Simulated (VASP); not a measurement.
Runs of VASP 6.6.1 on LiF. The structure is that of space group Fm-3m (No. 225), or close to it. The cells are those of the table. 

| cell | k mesh | smearing | gap on the mesh (eV) | pressure (GPa) |
| --- | --- | --- | --- | --- |
| a = 2.848, b = 2.848, c = 2.836 Å, angles 59.9, 59.9, 90.0°, 2 atoms | 10 × 10 × 10 | gaussian 0.01 eV | 8.98 | -0.8 |
| a = 2.820, b = 2.820, c = 2.832 Å, angles 60.1, 60.1, 90.0°, 2 atoms | 10 × 10 × 10 | gaussian 0.01 eV | 9.09 | 0.1 |
| a = 2.848, b = 2.848, c = 2.837 Å, angles 59.9, 59.9, 90.0°, 2 atoms | 10 × 10 × 10 | gaussian 0.01 eV | 8.97 | (b) |
| a = 2.777, b = 2.777, c = 2.828 Å, angles 60.6, 60.6, 90.0°, 2 atoms | 10 × 10 × 10 | gaussian 0.01 eV | 9.21 | (c) |
| a = 2.777, b = 2.777, c = 2.823 Å, angles 60.5, 60.5, 90.0°, 2 atoms | 10 × 10 × 10 | gaussian 0.01 eV | 9.25 | (a) |
| a = 2.834 Å, angles 60.0, 60.0, 90.0°, 2 atoms | 14 × 14 × 14 | fermi-dirac 0.1 eV | 9.04 | -0.5 |
| a = 2.862, b = 2.862, c = 2.840 Å, angles 59.7, 59.7, 90.0°, 2 atoms | 10 × 10 × 10 | gaussian 0.01 eV | 8.90 | -1.3 |
| a = 2.806, b = 2.806, c = 2.830 Å, angles 60.3, 60.3, 90.0°, 2 atoms | 10 × 10 × 10 | gaussian 0.01 eV | 9.13 | 0.6 |
| a = 2.834 Å, angles 60.0, 60.0, 90.0°, 2 atoms | 10 × 10 × 10 | gaussian 0.01 eV | 9.04 | -0.4 |
| a = 2.862, b = 2.862, c = 2.838 Å, angles 59.7, 59.7, 90.0°, 2 atoms | 10 × 10 × 10 | gaussian 0.01 eV | 8.91 | -1.3 |
| a = 2.820, b = 2.820, c = 2.831 Å, angles 60.1, 60.1, 90.0°, 2 atoms | 10 × 10 × 10 | gaussian 0.01 eV | 9.09 | 0.1 |
| a = 2.806, b = 2.806, c = 2.828 Å, angles 60.3, 60.3, 90.0°, 2 atoms | 10 × 10 × 10 | gaussian 0.01 eV | 9.14 | 0.7 |

Alike in all rows: task single point; level PBEsol; potentials or basis VASP PAW PBE potentials, release 64 (Li_sv, F); no spin polarisation; cutoff (eV) 750.

**Question.** Estimate the missing entries.

**Answer.** (a) 2.0; (b) -0.9; (c) 1.7.

Caveats: the PAW data sets were made with another functional, which shifts forces and pressure a little.

A k mesh can miss the band edges.
